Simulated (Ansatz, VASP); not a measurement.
In3Se: VASP beside Ansatz

```
In Se
1.0
     4.72549    0.00000    0.00000
     0.00000    4.58785    0.00000
     0.00000    0.00000    4.58785
In Se
3 1
Direct
  0.00000 0.50000 0.50000
  0.50000 0.00000 0.50000
  0.50000 0.50000 0.00000
  0.00000 0.00000 0.00000
```

Change from the starting cell: strain +0.0300 x Voigt [1, 0, 0, 0, 0, 0], atoms carried along.

Alike in both runs: task single point; functional PBEsol; dispersion D3(BJ); k mesh 10 × 10 × 10; occupations gaussian, width 0.15 eV; no spin polarisation.

|  | VASP | Ansatz |
| --- | --- | --- |
| version | VASP 6.6.1 | Ansatz 0.2.0 |
| potentials or method | VASP PAW PBE potentials, release 64 (In_d, Se), cutoff 520 eV | scalar-relativistic, plane waves, PAW |
| valence electrons in the cell | 45 | 55 |

|  | VASP | Ansatz | Ansatz less VASP |
| --- | --- | --- | --- |
| gap on the k mesh at the Fermi level (eV) | none | none | - |
| pressure (GPa) | -1.4 | -1.4 | +0.01 |
| traceless stress, the component that is largest in VASP (GPa) | -0.06 | -0.06 | -0.002 |

VASP's potentials were made for PBE, not for PBEsol. A gap of «none» marks a metal or a gap that the smearing closes. VASP's potentials hold 45 valence electrons a cell and Ansatz's 55, so a difference there can come from the potentials and not from the codes.
